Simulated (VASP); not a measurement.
Input of a VASP 6.6.1 run:

Contents of INCAR:

```
SYSTEM = CdF2
  ALGO = Normal
  EDIFF = 1E-7
  ENCUT = 520
  GGA = PE
  ISIF = 2
  ISMEAR = -1
  LASPH = .True.
  LCHARG = .False.
  LREAL = .False.
  LWAVE = .False.
  NBANDS = 20
  NELM = 100
  PREC = Accurate
  SIGMA = 0.05
```

Contents of KPOINTS:

```
k-points
0
Gamma
  11 11 11
  0 0 0
```

The input POSCAR:

```
CdF2
1.0
   -0.0274071972      2.7407197206      2.7407197206
    2.7407197206     -0.0274071972      2.7407197206
    2.7133125234      2.7133125234      0.0000000000
Cd F
1 2
Direct
    0.0000000000      0.0000000000      0.0000000000
    0.2500000000      0.2500000000      0.2500000000
    0.7500000000      0.7500000000      0.7500000000
```

Potentials or basis: VASP PAW PBE potentials, release 64 (Cd, F).

Run with:

```sh
$ cat potpaw_PBE.64/Cd/POTCAR potpaw_PBE.64/F/POTCAR > POTCAR
$ mpirun -np 1 vasp_std > vasp.out
```

Problem. Estimate the band gap on the k mesh.

Solution. 2.90 eV (least direct gap 3.40 eV).

Problem. Estimate the largest force.

Solution. 0.030 eV/Å.

Problem. Predict the pressure.

Solution. 0.6 GPa.

Stress tensor (GPa, compression positive):
```
0.57 0.42 0.00
0.42 0.57 0.00
0.00 0.00 0.56
```

Caveat: the cell differs from its parent crystal (xy shear strain of -2 %). A k mesh can miss the band edges.
